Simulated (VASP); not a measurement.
Write the native input for VASP 6.6.1 that does the following.

```yaml
Task: single point
Functional: PBE-based screened hybrid with 25 % exact exchange
Potentials_or_basis: VASP PAW PBE potentials, release 64 (Mg, C)
Cutoff: 520 eV
k_mesh: 4 × 4 × 4
Occupations: gaussian, width 0.05 eV
Spin: no spin polarisation
Dipole_correction: no
Grid_for_exact_exchange_PRECFOCK: Fast
Share_of_exact_exchange: 0.25
Further_INCAR_settings: ALGO = Normal; EDIFF = 1e-06; NBANDS = 16
Screening_parameter: 0.4 1/Å
```

The system is Mg2C3.

```
CELL_PARAMETERS angstrom
2.40632 -2.34261 -0.00568
2.40632 2.34261 -0.00568
-1.23378 0.00000 4.86994
ATOMIC_POSITIONS crystal
Mg 0.80948 0.80948 0.19808
Mg 0.19052 0.19052 0.80192
C 0.30219 0.30219 0.26222
C 0.69781 0.69781 0.73778
C 0.50000 0.50000 0.50000
```

One way to write it, as run:

POSCAR

```
Mg2C3
1.0
    2.4063201191     -2.3426107354     -0.0056849748
    2.4063201191      2.3426107354     -0.0056849748
   -1.2337819514      0.0000000000      4.8699367886
Mg C
2 3
Direct
    0.8094807413      0.8094807413      0.1980806852
    0.1905192587      0.1905192587      0.8019193148
    0.3021865357      0.3021865357      0.2622175095
    0.6978134643      0.6978134643      0.7377824905
    0.5000000000      0.5000000000      0.5000000000
```

INCAR.step1

```
SYSTEM = Mg2C3
PREC     = Accurate       ! precision mode
ENCUT    = 520            ! plane-wave cutoff, eV
EDIFF    = 1E-5           ! SCF threshold, eV
ISMEAR   = 0              ! smearing method
SIGMA    = 0.05           ! smearing width, eV
LREAL    = .False.        ! projectors in reciprocal space
LASPH    = .True.         ! aspherical terms in the spheres
NELM     = 60             ! most SCF steps
ALGO     = Normal         ! electronic algorithm
ISIF     = 2              ! what is computed and relaxed
LWAVE    = .True.         ! write WAVECAR
LCHARG   = .False.        ! write CHGCAR
GGA      = PE             ! functional
NBANDS   = 16             ! bands
```

INCAR.step2

```
SYSTEM = Mg2C3
PREC     = Accurate       ! precision mode
ENCUT    = 520            ! plane-wave cutoff, eV
EDIFF    = 1E-6           ! SCF threshold, eV
ISMEAR   = 0              ! smearing method
SIGMA    = 0.05           ! smearing width, eV
LREAL    = .False.        ! projectors in reciprocal space
LASPH    = .True.         ! aspherical terms in the spheres
NELM     = 60             ! most SCF steps
ALGO     = Normal         ! electronic algorithm
ISIF     = 2              ! what is computed and relaxed
LWAVE    = .False.        ! write WAVECAR
LCHARG   = .False.        ! write CHGCAR
GGA      = PE             ! functional
LHFCALC  = .True.         ! exact exchange
AEXX     = 0.25           ! exact-exchange fraction
HFSCREEN = 0.4            ! screening, 1/A
PRECFOCK = Fast         
ISTART   = 1            
NBANDS   = 16             ! bands
```

KPOINTS

```
regular mesh
0
Gamma
  4 4 4
  0 0 0
```

Potentials or basis: VASP PAW PBE potentials, release 64 (Mg, C).

Launch:

```sh
$ cat potpaw_PBE.64/Mg/POTCAR potpaw_PBE.64/C/POTCAR > POTCAR
$ cp INCAR.step1 INCAR
$ mpirun -np 1 vasp_std > vasp.out
$ cp INCAR.step2 INCAR
$ mpirun -np 1 vasp_std > vasp.out
```

It gave:

| Item | Value |
| --- | --- |
| Pressure | -2.5 GPa |
| Largest force | 0.488 eV/Å |
| Band gap on the k mesh | 2.06 eV (least direct gap 2.76 eV) |

Caveat: the k points lie up to 0.48 Å⁻¹ apart; the PAW data sets were made with another functional, which shifts forces and pressure a little.

Run time: 6.5 min on 1 thread of Intel(R) Xeon(R) Platinum 8375C CPU @ 2.90GHz (Ice Lake), with other jobs on the host, peak memory 0.28 GiB.
